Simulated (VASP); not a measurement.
# Hf (Pm-3n) in VASP: a series of runs, part 2 of 3

VASP 6.6.1. The steps go on from the part before.

### Step 3. Single point, PBE

File INCAR:

```
SYSTEM = Hf
PREC = Accurate
ENCUT = 520
EDIFF = 1E-6
ISMEAR = -1
SIGMA = 0.1
LREAL = .False.
LASPH = .True.
NELM = 80
ALGO = Normal
ISIF = 2
LWAVE = .False.
LCHARG = .False.
GGA = PE
NBANDS = 50
```

File KPOINTS:

```
Automatic mesh
0
Gamma
  6 6 6
  0 0 0
```

File POSCAR:

```
Hf
1.0
    5.6542917328      0.0000000000      0.0000000000
    0.0000000000      5.6542917328      0.0000000000
    0.0000000000      0.0000000000      5.6542917328
Hf
8
Direct
    1.0000000000      0.0000000000      1.0000000000
    0.5000000000      0.5000000000      0.5000000000
    0.2500000000      0.0000000000      0.5000000000
    0.7500000000      0.0000000000      0.5000000000
    0.5000000000      0.2500000000      0.0000000000
    0.5000000000      0.7500000000      1.0000000000
    0.0000000000      0.5000000000      0.2500000000
    0.0000000000      0.5000000000      0.7500000000
```

Potentials or basis: VASP PAW PBE potentials, release 64 (Hf_pv).

On the command line:

```
$ cat potpaw_PBE.64/Hf_pv/POTCAR > POTCAR
$ mpirun -np 1 vasp_std > vasp.out
```

OUTCAR:

```text
SYSTEM = Hf
   PREC = Accurate
   ENCUT = 520
   EDIFF = 1E-6
   ISMEAR = -1
   LREAL = .False.
   LASPH = .True.
   NELM = 80
   ISIF = 2
   GGA = PE

 ion  position               nearest neighbor table
   1  0.000  0.000  0.000-   3 3.16   4 3.16   5 3.16   6 3.16   7 3.16   8 3.16   3 3.16   4 3.16
                             7 3.16   8 3.16   5 3.16   6 3.16
   2  0.500  0.500  0.500-   3 3.16   4 3.16   5 3.16   6 3.16   7 3.16   8 3.16   5 3.16   6 3.16
                             3 3.16   4 3.16   7 3.16   8 3.16
   3  0.250  0.000  0.500-   4 2.83   4 2.83   1 3.16   1 3.16   2 3.16   2 3.16   8 3.46   5 3.46
                             5 3.46   6 3.46   6 3.46   7 3.46   8 3.46   7 3.46
   4  0.750  0.000  0.500-   3 2.83   3 2.83   1 3.16   1 3.16   2 3.16   2 3.16   8 3.46   5 3.46
                             5 3.46   6 3.46   6 3.46   7 3.46   8 3.46   7 3.46
   5  0.500  0.250  0.000-   6 2.83   6 2.83   1 3.16   2 3.16   2 3.16   1 3.16   8 3.46   4 3.46
                             3 3.46   4 3.46   3 3.46   7 3.46   7 3.46   8 3.46
   6  0.500  0.750  0.000-   5 2.83   5 2.83   1 3.16   2 3.16   2 3.16   1 3.16   8 3.46   4 3.46
                             3 3.46   4 3.46   3 3.46   7 3.46   7 3.46   8 3.46
   7  0.000  0.500  0.250-   8 2.83   8 2.83   1 3.16   2 3.16   1 3.16   2 3.16   3 3.46   4 3.46
                             5 3.46   3 3.46   4 3.46   6 3.46   5 3.46   6 3.46
   8  0.000  0.500  0.750-   7 2.83   7 2.83   1 3.16   2 3.16   1 3.16   2 3.16   3 3.46   4 3.46
                             5 3.46   3 3.46   4 3.46   6 3.46   5 3.46   6 3.46

  LATTYP: Found a simple cubic cell.
 ALAT       =     5.6542917328

  Lattice vectors:

 A1 = (   5.6542917328,   0.0000000000,   0.0000000000)
 A2 = (   0.0000000000,   5.6542917328,   0.0000000000)
 A3 = (   0.0000000000,   0.0000000000,   5.6542917328)

Analysis of symmetry for initial positions (statically):
=====================================================================
 Subroutine PRICEL returns:
 Original cell was already a primitive cell.

 Routine SETGRP: Setting up the symmetry group for a
 simple cubic supercell.

 Subroutine GETGRP returns: Found 48 space group operations
 (whereof 24 operations were pure point group operations)
 out of a pool of 48 trial point group operations.

The static configuration has the point symmetry T_h .
 The point group associated with its full space group is O_h .

Analysis of symmetry for dynamics (positions and initial velocities):
=====================================================================
 Subroutine PRICEL returns:
 Original cell was already a primitive cell.

 Routine SETGRP: Setting up the symmetry group for a
 simple cubic supercell.

 Subroutine GETGRP returns: Found 48 space group operations
 (whereof 24 operations were pure point group operations)
 out of a pool of 48 trial point group operations.

The dynamic configuration has the point symmetry T_h .
 The point group associated with its full space group is O_h .

 Subroutine INISYM returns: Found 48 space group operations
 (whereof 24 operations are pure point group operations),
 and found     1 'primitive' translations

----------------------------------------------------------------------------------------

                                     Primitive cell

  volume of cell :     180.7734

  direct lattice vectors                    reciprocal lattice vectors
     5.654291733  0.000000000  0.000000000     0.176856810  0.000000000  0.000000000
     0.000000000  5.654291733  0.000000000     0.000000000  0.176856810  0.000000000
[... 75 lines left out ...]
   number of dos      NEDOS =    301   number of ions     NIONS =      8
   total plane-waves  NPLWV =  74088
   dimension x,y,z NGX =    42 NGY =   42 NGZ =   42
   dimension x,y,z NGXF=    84 NGYF=   84 NGZF=   84
   ions per type =               8
   NGX,Y,Z   is equivalent  to a cutoff of  12.35, 12.35, 12.35 a.u.
   NGXF,Y,Z  is equivalent  to a cutoff of  24.70, 24.70, 24.70 a.u.
 SYSTEM =  Hf
   PREC   = accura    normal or accurate (medium, high low for compatibility)
   ISTART =      0    job   : 0-new  1-cont  2-samecut
   ICHARG =      2    charge: 1-file 2-atom 10-const
   ISPIN  =      1    spin polarized calculation?
   LNONCOLLINEAR =      F non collinear calculations
   LSORBIT =      F    spin-orbit coupling
   LASPH  =      T    aspherical Exc in radial PAW
   ENCUT  =  520.0 eV  38.22 Ry    6.18 a.u.  10.51 10.51 10.51*2*pi/ulx,y,z
   NELM   =     80;   NELMIN=  2; NELMDL= -5     # of ELM steps
   EDIFF  = 0.1E-05   stopping-criterion for ELM
   LREAL  =      F    real-space projection
   EDIFFG = 0.1E-04   stopping-criterion for IOM
   NSW    =      0    number of steps for IOM
   IBRION =     -1    ionic relax: 0-MD 1-quasi-New 2-CG
   NFREE  =      0    steps in history (QN), initial steepest desc. (CG)
   ISIF   =      2    stress and relaxation
   ISYM   =      2    0-nonsym 1-usesym 2-fastsym
   POTIM  = 0.5000    time-step for ionic-motion
   TEBEG  =    0.0;   TEEND  =   0.0 temperature during run
   PSTRESS=    0.0 pullay stress
   NELECT =      80.0000    total number of electrons
   NUPDOWN=      -1.0000    fix difference up-down
   EMIN   =  10.00;   EMAX   =-10.00  energy-range for DOS
   EFERMI =   0.00;   METHOD = LEGACY
   ISMEAR =    -1;   SIGMA  =   0.10  broadening in eV -4-tet -1-fermi 0-gaus
   EFERMI_NEDOS =   21; number of points for ismear=-14 and -15
   IALGO  =     38    algorithm
   IMIX   =      4    mixing-type and parameters
     AMIX     =   0.40;   BMIX     =  1.00
     AMIX_MAG =   1.60;   BMIX_MAG =  1.00
  volume/ion in A,a.u.               =      22.60       152.49
  Fermi-wavevector in a.u.,A,eV,Ry     =   1.247556  2.357538 21.176043  1.556395
  Thomas-Fermi vector in A             =   2.381683
   LORBIT       =      0    0 simple, 1 ext, 2 COOP (PROOUT), +10 PAW based schemes
   GGA     = PE    functional components
   LHFCALC =     F    Hartree Fock is set to
   AEXX    =    0.0000 exact exchange contribution
   IVDW    =     0    specifies the selected vdW correction
   LEPSILON=     F    determine dielectric tensor
   LRPA    =     F    only Hartree local field effects (RPA)
 non-spin polarized calculation
  energy-cutoff  :      520.00
  volume of cell :      180.77
 maximum number of plane-waves:      4945
   NGX = 21   NGY = 21   NGZ = 21

 number of electron      80.0000014 magnetization

 Free energy of the ion-electron system (eV)
  ---------------------------------------------------
  ext. energy  EPLUGINS =         0.00000000
  ---------------------------------------------------
  free energy    TOTEN  =       -77.74558004 eV

  energy without entropy =      -77.16861810  energy(sigma->0) =      -77.45709907

 E-fermi :   4.3640     XC(G=0): -11.2234

 val. band max:        4.3601559120   @ k =   0.3333   0.1667   0.0000
 cond. band min:       4.3749866796   @ k =   0.5000   0.5000   0.1667
 fundamental gap:      0.0148307676
 Fermi energy:         4.3640408019

 k-point     1 :       0.0000    0.0000    0.0000
  band No.  band energies     occupation
      1     -26.3135      2.00000
      2     -26.3135      2.00000
      3     -26.2214      2.00000
      4     -26.0386      2.00000
      5     -26.0386      2.00000
      6     -26.0386      2.00000
[... 1049 lines left out ...]
     49       7.9087      0.00000
     50       7.9087      0.00000

------------------------ aborting loop because EDIFF is reached ----------------------------------------

  FORCE on cell =-STRESS in cart. coord.  units (eV):
  Direction    XX          YY          ZZ          XY          YZ          ZX
  --------------------------------------------------------------------------------------
  -------------------------------------------------------------------------------------
  Total       -0.4193990     -0.4193990     -0.4193990     -0.0000000     -0.0000000      0.0000000
  in kB       -3.7170923     -3.7170923     -3.7170923     -0.0000000     -0.0000000      0.0000000
  external PRESSURE =      -3.7170923 kB  Pullay stress =       0.0000000 kB

 VOLUME and BASIS-vectors are now :
 -----------------------------------------------------------------------------
  energy-cutoff  :      520.00
  volume of cell :      180.77
      direct lattice vectors                 reciprocal lattice vectors
     5.654291733  0.000000000  0.000000000     0.176856810  0.000000000  0.000000000
     0.000000000  5.654291733  0.000000000     0.000000000  0.176856810  0.000000000
     0.000000000  0.000000000  5.654291733     0.000000000  0.000000000  0.176856810

 POSITION                                       TOTAL-FORCE (eV/Angst)
 -----------------------------------------------------------------------------------
      0.00000      0.00000      0.00000        -0.000000      0.000000      0.000000
      2.82715      2.82715      2.82715        -0.000000      0.000000      0.000000
      1.41357      0.00000      2.82715         0.000000      0.000000     -0.000000
      4.24072      0.00000      2.82715        -0.000000      0.000000      0.000000
      2.82715      1.41357      0.00000         0.000000      0.000000     -0.000000
      2.82715      4.24072      0.00000        -0.000000     -0.000000      0.000000
      0.00000      2.82715      1.41357        -0.000000     -0.000000     -0.000000
      0.00000      2.82715      4.24072        -0.000000     -0.000000      0.000000
 -----------------------------------------------------------------------------------
    total drift:                                0.000000     -0.000000     -0.000000

  FREE ENERGIE OF THE ION-ELECTRON SYSTEM (eV)
  ---------------------------------------------------
  free  energy   TOTEN  =       -77.7455800391 eV

  energy  without entropy=      -77.1686180959  energy(sigma->0) =      -77.45709907
```

Wall time 2.9 min (1 thread of Intel Xeon 6455B, shared host); peak memory 0.32 GiB.

What came out:

```
Free energy            : -77.7456 eV
Pressure               : -0.4 GPa
Band gap on the k mesh : zero (bands 40 and 41 overlap by 0.52 eV)
```

Caveat: spin-orbit coupling is left out, which moves the levels of the heavy elements.

(Part 2 of 3 ends here.)
